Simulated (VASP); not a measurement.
Set up this calculation in VASP 6.6.1, as the native input.

- Task: relaxation of cell and atoms
- Functional: LDA
- Potentials or basis: VASP PAW LDA potentials, release 64 (Ba_sv, Sr_sv)
- Cutoff: 600 eV
- k mesh: 5 × 5 × 5
- Occupations: fermi-dirac, width 0.1 eV
- Spin: no spin polarisation
- Dipole correction: no
- Further INCAR settings: ALGO = Normal; EDIFF = 1e-06; IBRION = 2; EDIFFG = -0.01; NSW = 60; ISIF = 3

The structure of BaSr3 lies in POSCAR:

```
BaSr3
1.0
    0.0000000000      4.8750300000      4.8750300000
    4.8750300000      0.0000000000      4.8750300000
    4.8750300000      4.8750300000      0.0000000000
Ba Sr
1 3
Direct
    0.0000000000      0.0000000000      0.0000000000
    0.2500000000      0.2500000000      0.2500000000
    0.7500000000      0.7500000000      0.7500000000
    0.5000000000      0.5000000000      0.5000000000
```

The input as run:

INCAR

```
ALGO = Normal ; EDIFF = 1E-6
EDIFFG = -0.01 ; ENCUT = 600
GGA = CA ; IBRION = 2
ISIF = 3 ; ISMEAR = -1
LASPH = T ; LCHARG = F
LREAL = F ; LWAVE = F
NELM = 100 ; NSW = 60
PREC = Accurate ; SIGMA = 0.1
```

KPOINTS

```
k-points
0
Gamma
  5 5 5
```

Potentials or basis: VASP PAW LDA potentials, release 64 (Ba_sv, Sr_sv).

The run is started by

```sh
$ cat potpaw_LDA.64/Ba_sv/POTCAR potpaw_LDA.64/Sr_sv/POTCAR > POTCAR
$ mpirun -np 1 vasp_std > vasp.out
```

It gave:

```yaml
Relaxed_volume: 49.67 Å³/atom
Relaxed_cell: a = 6.550 Å, b = 6.550 Å, c = 6.550 Å, α = 60.00°, β = 60.00°, γ = 60.00°
Space_group_after_relaxing_to_0.1_Å: Fm-3m (No. 225)
Energy_gained_by_relaxing: 44.5 meV/atom
Ionic_steps: 4
Pressure_after_relaxing: 0.0 GPa
Band_gap_on_the_k_mesh: zero (bands 20 and 21 overlap by 0.25 eV)
```

Caveat: spin-orbit coupling is left out, which moves the levels of the heavy elements.

Wall time 4.1 min on 1 thread of Intel(R) Xeon(R) 6975P-C (Granite Rapids) (shared host), peak memory 0.36 GiB.
